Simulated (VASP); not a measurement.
A run of VASP 6.6.1:

INCAR

```
SYSTEM = BN
PREC = Accurate
ENCUT = 600
EDIFF = 1E-6
ISMEAR = 0
SIGMA = 0.01
LREAL = .False.
LASPH = .True.
NELM = 120
ALGO = Normal
ISIF = 2
LWAVE = .False.
LCHARG = .False.
GGA = CA
NBANDS = 16
GGA_COMPAT = .False.
```

Contents of KPOINTS:

```
regular mesh
0
Gamma
  10 10 5
  0 0 0
```

The input POSCAR:

```
BN
1.0
    2.5693722481      0.0000000000      0.0000000000
   -1.2846861240      2.2251412090      0.0000000000
    0.0000000000      0.0000000000      4.2542563366
B N
2 2
Direct
    0.6666666667      0.3333333333      0.0000000000
    0.3333333333      0.6666666667      0.5000000000
    0.6666666667      0.3333333333      0.3750000000
    0.3333333333      0.6666666667      0.8750000000
```

Potentials or basis: VASP PAW LDA potentials, release 64 (B, N).

Launch:

```sh
$ cat potpaw_LDA.64/B/POTCAR potpaw_LDA.64/N/POTCAR > POTCAR
$ mpirun -np 1 vasp_std > vasp.out
```

Hardware: 1 thread of Intel(R) Xeon(R) Platinum 8259CL CPU @ 2.50GHz (Skylake/Cascade Lake), with other jobs on the host.

Question: How long does it take, and how much memory?

Answer: It took 15 s on 1 thread of Intel(R) Xeon(R) Platinum 8259CL CPU @ 2.50GHz (Skylake/Cascade Lake) (shared host), peak memory 0.14 GiB. Counts: scf iterations 12, k points 42.
